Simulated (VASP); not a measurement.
Set up this calculation in VASP 6.6.1, as the native input.

* Task: single point
* Functional: PBE
* Potentials or basis: VASP PAW PBE potentials, release 64 (Sb, Bi_d, Te, S)
* Cutoff: 520 eV
* k mesh: 4 × 4 × 4
* Occupations: gaussian, width 0.1 eV
* Spin: no spin polarisation
* Dipole correction: no
* Further INCAR settings: ALGO = Normal; EDIFF = 1e-06; NBANDS = 27

The structure of BiSbTe2S lies in POSCAR:

```
BiSbTe2S
1.0
    5.2538712500      0.0000000000      0.0000000000
    0.0000000000      5.2538712500      0.0000000000
    0.0000000000      0.0000000000      5.4180758400
Sb Bi Te S
1 1 2 1
Direct
    0.5000000000      0.5000000000      0.5000000000
    0.0000000000      0.0000000000      0.0000000000
    0.5000000000      0.0000000000      0.5000000000
    0.0000000000      0.5000000000      0.5000000000
    0.5000000000      0.5000000000      0.0000000000
```

One way to write it, as run:

INCAR

```
PREC = Accurate
ENCUT = 520
EDIFF = 1E-6
ISMEAR = 0
SIGMA = 0.1
LREAL = F
LASPH = T
NELM = 60
ALGO = Normal
ISIF = 2
LWAVE = F
LCHARG = T
GGA = PE
LELF = T
LVHAR = T
NBANDS = 27
```

KPOINTS

```
Automatic mesh
0
Gamma
  4 4 4
```

Potentials or basis: VASP PAW PBE potentials, release 64 (Sb, Bi_d, Te, S).

Launch:

```bash
$ cat potpaw_PBE.64/Sb/POTCAR potpaw_PBE.64/Bi_d/POTCAR potpaw_PBE.64/Te/POTCAR potpaw_PBE.64/S/POTCAR > POTCAR
$ mpirun -np 1 vasp_std > vasp.out
```

Results of the run:

```
Pressure               : 6.7 GPa
Band gap on the k mesh : zero (band 19 reaches 6.88 eV, above the bottom of band 20 at 5.83 eV)
```

Caveat: spin-orbit coupling is left out, which moves the levels of the heavy elements.

Run time: 32 s on 1 thread of Intel(R) Xeon(R) 6975P-C (Granite Rapids), on a shared host, peak memory 0.29 GiB.
